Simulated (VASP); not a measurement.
# Co (P6_3/mmc) in VASP: single point with LDA

Aim: the single point of Co with LDA.

All numbers are computed with VASP 6.6.1; they aren't measurements. Logs are shortened: lines on timing, memory, paths and dates and some standing lists are left out, and cuts for length are marked.

## 1. The cell of the first run

Symmetry: P6_3/mmc, No. 194, hexagonal system. Conventional cell: a = 2.456 Å, b = 2.456 Å, c = 4.011 Å, α = 90.00°, β = 90.00°, γ = 120.00°. Within 3.2 Å of Co (site symmetry -6m2) lie 12 Co at 2.46 Å.

## 2. Single point, LDA, non-collinear spin, typed start

INCAR reads:

```
SYSTEM = Co
ALGO     = Normal         ! electronic algorithm
EDIFF    = 1E-6           ! SCF threshold, eV
ENCUT    = 520            ! plane-wave cutoff, eV
GGA      = CA             ! functional
ISIF     = 2              ! what is computed and relaxed
ISMEAR   = -1             ! smearing method
LASPH    = .TRUE.         ! aspherical terms in the spheres
LCHARG   = .FALSE.        ! write CHGCAR
LMAXMIX  = 4              ! l up to which the mixer works
LNONCOLLINEAR= .TRUE.         ! non-collinear magnetism
LORBIT   = 11             ! projections on sites
LREAL    = .FALSE.        ! projectors in reciprocal space
LWAVE    = .FALSE.        ! write WAVECAR
MAGMOM   = -1.11 0.675 0.049 -1.148 -0.099 2.661 ! initial moments
NBANDS   = 30             ! bands
NELM     = 150            ! most SCF steps
PREC     = Accurate       ! precision mode
SIGMA    = 0.1            ! smearing width, eV
```

KPOINTS reads:

```
k-points
0
G
  4 4 3
  0 0 0
```

POSCAR reads:

```
Co
1.0
    2.4559000000      0.0000000000      0.0000000000
   -1.2279500000      2.1268700000      0.0000000000
    0.0000000000      0.0000000000      4.0105000000
Co
2
Direct
    0.3333330000      0.6666670000      0.2500000000
    0.6666670000      0.3333330000      0.7500000000
```

Potentials or basis: VASP PAW LDA potentials, release 64 (Co).

Launch:

```
$ cat potpaw_LDA.64/Co/POTCAR > POTCAR
$ mpirun -np 1 vasp_ncl > vasp.out
```

OUTCAR:

```text
SYSTEM = Co
   EDIFF = 1E-6
   ENCUT = 520
   GGA = CA
   ISIF = 2
   ISMEAR = -1
   LASPH = .TRUE.
   LNONCOLLINEAR = .TRUE.
   LORBIT = 11
   LREAL = .FALSE.
   NELM = 150
   PREC = Accurate

 ion  position               nearest neighbor table
   1  0.333  0.667  0.250-   2 2.46   2 2.46   2 2.46   2 2.46   2 2.46   2 2.46
   2  0.667  0.333  0.750-   1 2.46   1 2.46   1 2.46   1 2.46   1 2.46   1 2.46

  LATTYP: Found a hexagonal cell.
 ALAT       =     2.4559000000
 C/A-ratio  =     1.6330062299

  Lattice vectors:

 A1 = (   2.4559000000,   0.0000000000,   0.0000000000)
 A2 = (  -1.2279500000,   2.1268700000,   0.0000000000)
 A3 = (   0.0000000000,   0.0000000000,   4.0105000000)

Analysis of symmetry for initial positions (statically):
=====================================================================
 Subroutine PRICEL returns:
 Original cell was already a primitive cell.

 Routine SETGRP: Setting up the symmetry group for a
 hexagonal supercell.

 Subroutine GETGRP returns: Found 24 space group operations
 (whereof 12 operations were pure point group operations)
 out of a pool of 24 trial point group operations.

The static configuration has the point symmetry D_3d.
 The point group associated with its full space group is D_6h.

Analysis of symmetry for dynamics (positions and initial velocities):
=====================================================================
 Subroutine PRICEL returns:
 Original cell was already a primitive cell.

 Routine SETGRP: Setting up the symmetry group for a
 hexagonal supercell.

 Subroutine GETGRP returns: Found 24 space group operations
 (whereof 12 operations were pure point group operations)
 out of a pool of 24 trial point group operations.

The dynamic configuration has the point symmetry D_3d.
 The point group associated with its full space group is D_6h.

Analysis of structural, dynamic, and magnetic symmetry:
=====================================================================
 Subroutine PRICEL returns:
 Original cell was already a primitive cell.

 Routine SETGRP: Setting up the symmetry group for a
 hexagonal supercell.

 Subroutine GETGRP returns: Found  1 space group operations
 (whereof  1 operations were pure point group operations)
 out of a pool of 24 trial point group operations.

The overall configuration has the point symmetry C_1 .

 Subroutine INISYM returns: Found  1 space group operations
 (whereof  1 operations are pure point group operations),
 and found     1 'primitive' translations

----------------------------------------------------------------------------------------

                                     Primitive cell

  volume of cell :      20.9484

  direct lattice vectors                    reciprocal lattice vectors
     2.455900000  0.000000000  0.000000000     0.407182703  0.235087241  0.000000000
    -1.227950000  2.126870000  0.000000000     0.000000000  0.470174482  0.000000000
     0.000000000  0.000000000  4.010500000     0.000000000  0.000000000  0.249345468

  length of vectors
     2.455900000  2.455898451  4.010500000     0.470174185  0.470174482  0.249345468

  position of ions in fractional coordinates (direct lattice)
     0.333333000  0.666667000  0.250000000
     0.666667000  0.333333000  0.750000000

  ion indices of the primitive-cell ions
   primitive index   ion index
                 1           1
                 2           2

----------------------------------------------------------------------------------------

 KPOINTS: k-points

Automatic generation of k-mesh.
 Grid dimensions read from file:
 generate k-points for:    4    4    3

 Generating k-lattice:

  Cartesian coordinates                     Fractional coordinates (reciprocal lattice)
     0.101795676  0.058771810  0.000000000     0.250000000  0.000000000  0.000000000
     0.000000000  0.117543620  0.000000000     0.000000000  0.250000000  0.000000000
     0.000000000  0.000000000  0.083115156     0.000000000  0.000000000  0.333333333

  Length of vectors
     0.117543546  0.117543620  0.083115156

  Shift w.r.t. Gamma in fractional coordinates (k-lattice)
     0.000000000  0.000000000  0.000000000

 Subroutine IBZKPT returns following result:
 ===========================================

 Found     48 irreducible k-points:

 Following reciprocal coordinates:
            Coordinates               Weight
  0.000000  0.000000  0.000000      1.000000
  0.250000  0.000000  0.000000      1.000000
 -0.250000  0.000000  0.000000      1.000000
  0.000000  0.250000  0.000000      1.000000
  0.000000 -0.250000  0.000000      1.000000
 -0.250000  0.250000  0.000000      1.000000
[... 16 lines left out ...]
 -0.250000  0.250000  0.333333      1.000000
  0.250000 -0.250000 -0.333333      1.000000
 [... further k-points ...]
   k-points           NKPTS =     48   k-points in BZ     NKDIM =     48   number of bands    NBANDS=     30
   number of dos      NEDOS =    301   number of ions     NIONS =      2
   total plane-waves  NPLWV =   9720
   dimension x,y,z NGX =    18 NGY =   18 NGZ =   30
   dimension x,y,z NGXF=    36 NGYF=   36 NGZF=   60
   ions per type =               2
   NGX,Y,Z   is equivalent  to a cutoff of  12.18, 12.18, 12.44 a.u.
   NGXF,Y,Z  is equivalent  to a cutoff of  24.37, 24.37, 24.87 a.u.
 SYSTEM =  Co
   PREC   = accura    normal or accurate (medium, high low for compatibility)
   ISTART =      0    job   : 0-new  1-cont  2-samecut
   ICHARG =      2    charge: 1-file 2-atom 10-const
   ISPIN  =      1    spin polarized calculation?
   LNONCOLLINEAR =      T non collinear calculations
   LSORBIT =      F    spin-orbit coupling
   LASPH  =      T    aspherical Exc in radial PAW
   ENCUT  =  520.0 eV  38.22 Ry    6.18 a.u.   4.57  4.57  7.46*2*pi/ulx,y,z
   NELM   =    150;   NELMIN=  2; NELMDL= -5     # of ELM steps
   EDIFF  = 0.1E-05   stopping-criterion for ELM
   LREAL  =      F    real-space projection
   EDIFFG = 0.1E-04   stopping-criterion for IOM
   NSW    =      0    number of steps for IOM
   IBRION =     -1    ionic relax: 0-MD 1-quasi-New 2-CG
   NFREE  =      0    steps in history (QN), initial steepest desc. (CG)
   ISIF   =      2    stress and relaxation
   ISYM   =      2    0-nonsym 1-usesym 2-fastsym
   POTIM  = 0.5000    time-step for ionic-motion
   TEBEG  =    0.0;   TEEND  =   0.0 temperature during run
   PSTRESS=    0.0 pullay stress
   NELECT =      18.0000    total number of electrons
   NUPDOWN=      -1.0000    fix difference up-down
   EMIN   =  10.00;   EMAX   =-10.00  energy-range for DOS
   EFERMI =   0.00;   METHOD = LEGACY
   ISMEAR =    -1;   SIGMA  =   0.10  broadening in eV -4-tet -1-fermi 0-gaus
   EFERMI_NEDOS =   21; number of points for ismear=-14 and -15
   IALGO  =     38    algorithm
   IMIX   =      4    mixing-type and parameters
     AMIX     =   0.40;   BMIX     =  1.00
     AMIX_MAG =   1.60;   BMIX_MAG =  1.00
  volume/ion in A,a.u.               =      10.47        70.68
  Fermi-wavevector in a.u.,A,eV,Ry     =   1.556380  2.941132 32.957643  2.422318
  Thomas-Fermi vector in A             =   2.660184
   LORBIT       =     11    0 simple, 1 ext, 2 COOP (PROOUT), +10 PAW based schemes
   GGA     = CA    functional components
   LHFCALC =     F    Hartree Fock is set to
   AEXX    =    0.0000 exact exchange contribution
   IVDW    =     0    specifies the selected vdW correction
   LEPSILON=     F    determine dielectric tensor
   LRPA    =     F    only Hartree local field effects (RPA)
  energy-cutoff  :      520.00
  volume of cell :       20.95
 maximum number of plane-waves:      1148
   NGX =  9   NGY =  9   NGZ = 15

 number of electron      17.9999976 magnetization      -1.8783843      0.5026383      2.1742060

 Free energy of the ion-electron system (eV)
  ---------------------------------------------------
  ext. energy  EPLUGINS =         0.00000000
  ---------------------------------------------------
  free energy    TOTEN  =       -16.27719295 eV

  energy without entropy =      -16.20141622  energy(sigma->0) =      -16.23930458

 E-fermi :  10.5369     XC(G=0): -13.9387

 val. band max:       10.4306228484   @ k =   0.2500   0.0000   0.0000
 cond. band min:      10.6203091309   @ k =   0.2500   0.2500   0.3333
 fundamental gap:      0.1896862825
 Fermi energy:        10.5368584868

 k-point     1 :       0.0000    0.0000    0.0000
  band No.  band energies     occupation
      1       1.3121      1.00000
      2       1.4779      1.00000
      3       5.2487      1.00000
      4       6.0605      1.00000
      5       7.9436      1.00000
      6       8.0546      1.00000
[... 22 lines left out ...]
     29      35.7588      0.00000
     30      35.7650      0.00000

 k-point     2 :       0.2500    0.0000    0.0000
  band No.  band energies     occupation
      1       3.3897      1.00000
      2       3.5917      1.00000
      3       6.1218      1.00000
      4       6.9528      1.00000
      5       7.0949      1.00000
      6       7.3060      1.00000
[... 22 lines left out ...]
     29      28.9779      0.00000
     30      29.3317      0.00000

 k-point     3 :      -0.2500    0.0000    0.0000
  band No.  band energies     occupation
      1       3.3897      1.00000
      2       3.5917      1.00000
      3       6.1218      1.00000
      4       6.9528      1.00000
      5       7.0949      1.00000
      6       7.3060      1.00000
[... 22 lines left out ...]
     29      28.9779      0.00000
     30      29.3317      0.00000

 k-point     4 :       0.0000    0.2500    0.0000
  band No.  band energies     occupation
      1       3.3897      1.00000
      2       3.5917      1.00000
      3       6.1218      1.00000
      4       6.9528      1.00000
      5       7.0949      1.00000
      6       7.3060      1.00000
[... 616 lines left out ...]
     29      27.3197      0.00000
     30      27.7731      0.00000

 k-point    23 :      -0.2500    0.2500    0.3333
  band No.  band energies     occupation
      1       4.2129      1.00000
      2       4.4781      1.00000
      3       5.8681      1.00000
      4       6.4438      1.00000
      5       6.7489      1.00000
      6       7.3860      1.00000
[... 22 lines left out ...]
     29      27.3197      0.00000
     30      27.7730      0.00000

 k-point    24 :       0.2500   -0.2500   -0.3333
  band No.  band energies     occupation
      1       4.2129      1.00000
      2       4.4781      1.00000
      3       5.8681      1.00000
      4       6.4438      1.00000
      5       6.7489      1.00000
      6       7.3860      1.00000
[... 22 lines left out ...]
     29      27.3197      0.00000
     30      27.7730      0.00000

 [... further k-points ...]

------------------------ aborting loop because EDIFF is reached ----------------------------------------

  FORCE on cell =-STRESS in cart. coord.  units (eV):
  Direction    XX          YY          ZZ          XY          YZ          ZX
  --------------------------------------------------------------------------------------
  -------------------------------------------------------------------------------------
  Total       -1.6126295     -1.6126011     -1.7488462     -0.0000056     -0.0000016     -0.0000032
  in kB     -123.3374672   -123.3352995   -133.7556258     -0.0004270     -0.0001223     -0.0002425
  external PRESSURE =    -126.8094641 kB  Pullay stress =       0.0000000 kB

 VOLUME and BASIS-vectors are now :
 -----------------------------------------------------------------------------
  energy-cutoff  :      520.00
  volume of cell :       20.95
      direct lattice vectors                 reciprocal lattice vectors
     2.455900000  0.000000000  0.000000000     0.407182703  0.235087241  0.000000000
    -1.227950000  2.126870000  0.000000000     0.000000000  0.470174482  0.000000000
     0.000000000  0.000000000  4.010500000     0.000000000  0.000000000  0.249345468

 POSITION                                       TOTAL-FORCE (eV/Angst)
 -----------------------------------------------------------------------------------
     -0.00000      1.41791      1.00263         0.000007     -0.000005     -0.000000
      1.22795      0.70896      3.00788        -0.000007      0.000005      0.000000
 -----------------------------------------------------------------------------------
    total drift:                                0.000001     -0.000003      0.000001

  FREE ENERGIE OF THE ION-ELECTRON SYSTEM (eV)
  ---------------------------------------------------
  free  energy   TOTEN  =       -16.2771929475 eV

  energy  without entropy=      -16.2014162179  energy(sigma->0) =      -16.23930458

 total charge

# of ion       s       p       d       tot
------------------------------------------
    1        0.503   0.528   7.327   8.358
    2        0.503   0.528   7.327   8.358
--------------------------------------------------
tot          1.005   1.057  14.655  16.716

 magnetization (x)

# of ion       s       p       d       tot
------------------------------------------
    1        0.011   0.025  -0.976  -0.940
    2        0.011   0.025  -0.975  -0.940
--------------------------------------------------
tot          0.021   0.050  -1.951  -1.880

 magnetization (y)

# of ion       s       p       d       tot
------------------------------------------
    1       -0.003  -0.007   0.261   0.252
    2       -0.003  -0.007   0.261   0.252
--------------------------------------------------
tot         -0.006  -0.013   0.522   0.503

 magnetization (z)

# of ion       s       p       d       tot
------------------------------------------
    1       -0.012  -0.029   1.129   1.088
    2       -0.012  -0.029   1.129   1.088
--------------------------------------------------
tot         -0.024  -0.058   2.258   2.176
```

It took 3.4 min on 1 thread of Intel Xeon Platinum 8259CL at 2.50GHz (Skylake/Cascade Lake), shared host; peak memory 0.18 GiB.

What came out:

```
Free energy                                           : -16.2772 eV
Pressure                                              : -12.7 GPa
Band gap on the k mesh                                : zero (band 18 reaches 11.64 eV, above the bottom of band 19 at 9.80 eV)
Net moment                                            : 2.92 μB per cell
Valence electrons inside the program's atomic spheres : Co 8.36
```

Moments on the atoms (μB; x, y, z):
```
Co  -0.94  0.25  1.09
Co  -0.94  0.25  1.09
```

Caveat: the k points lie up to 0.74 Å⁻¹ apart.
